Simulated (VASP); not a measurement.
Runs of VASP 6.6.1 on Sb. The structure is that of space group I4/mmm (No. 139), or close to it. The cells are those of the table. 

| task | cell | gap on the mesh (eV) | pressure (GPa) |
| --- | --- | --- | --- |
| electric field gradients | a = 3.287 Å, angles 125.5, 125.5, 80.7°, 1 atom | none | 18.0 |
| single point | a = 3.268 Å, angles 125.2, 125.2, 81.3°, 1 atom | none | 19.2 |
| electric field gradients | a = 3.306 Å, angles 125.8, 125.8, 80.2°, 1 atom | none | (a) |
| single point | a = 3.248, b = 3.248, c = 3.220 Å, angles 124.5, 124.5, 80.4°, 1 atom | none | 19.4 |
| electric field gradients | a = 3.249 Å, angles 124.8, 124.8, 81.8°, 1 atom | none | (b) |

Alike in all rows: level PBE; potentials or basis VASP PAW PBE potentials, release 64 (Sb); no spin polarisation; k mesh 19 × 19 × 19; cutoff (eV) 520; smearing fermi-dirac 0.05 eV.

**Question.** Fill in the values left out.

**Answer.** (a) 16.9; (b) 20.5.

Caveats: the cell stands under pressure; spin-orbit coupling is left out, which moves the levels of the heavy elements.

A k mesh can miss the band edges, and the runs leave out spin-orbit coupling on Sb.

A gap of «none» marks levels without a gap at the run's occupations.
